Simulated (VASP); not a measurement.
Input of a VASP 6.6.1 run:

The input INCAR:

```
PREC     = Accurate       # precision mode
ENCUT    = 520            # plane-wave cutoff, eV
EDIFF    = 1E-6           # SCF threshold, eV
ISMEAR   = -1             # smearing method
SIGMA    = 0.1            # smearing width, eV
LREAL    = F              # projectors in reciprocal space
LASPH    = T              # aspherical terms in the spheres
NELM     = 100            # most SCF steps
ALGO     = Normal         # electronic algorithm
ISIF     = 2              # what is computed and relaxed
LWAVE    = F              # write WAVECAR
LCHARG   = F              # write CHGCAR
GGA      = PE             # functional
IBRION   = 2              # ionic algorithm
NSW      = 100            # ionic steps
EDIFFG   = -0.01          # ionic threshold
```

KPOINTS

```
regular mesh
0
Gamma
  9 9 9
```

Contents of POSCAR:

```
HfO2
1.0
    0.0000000000      2.5946260000      2.5946260000
    2.5946260000      0.0000000000      2.5946260000
    2.5946260000      2.5946260000      0.0000000000
Hf O
1 2
Direct
    0.0000000000      0.0000000000      0.0000000000
    0.2500000000      0.2500000000      0.2500000000
    0.7500000000      0.7500000000      0.7500000000
```

Potentials or basis: VASP PAW PBE potentials, release 64 (Hf_pv, O).

Run with:

```console
$ cat potpaw_PBE.64/Hf_pv/POTCAR potpaw_PBE.64/O/POTCAR > POTCAR
$ mpirun -np 1 vasp_std > vasp.out
```

(1) Estimate the band gap on the k mesh.

Answers

(1) 3.71 eV (least direct gap 3.82 eV).

Caveat: the relaxation stopped at its first step, so nothing moved; spin-orbit coupling is left out, which moves the levels of the heavy elements; an odd mesh through Γ misses points on the zone boundary, where band edges can lie.
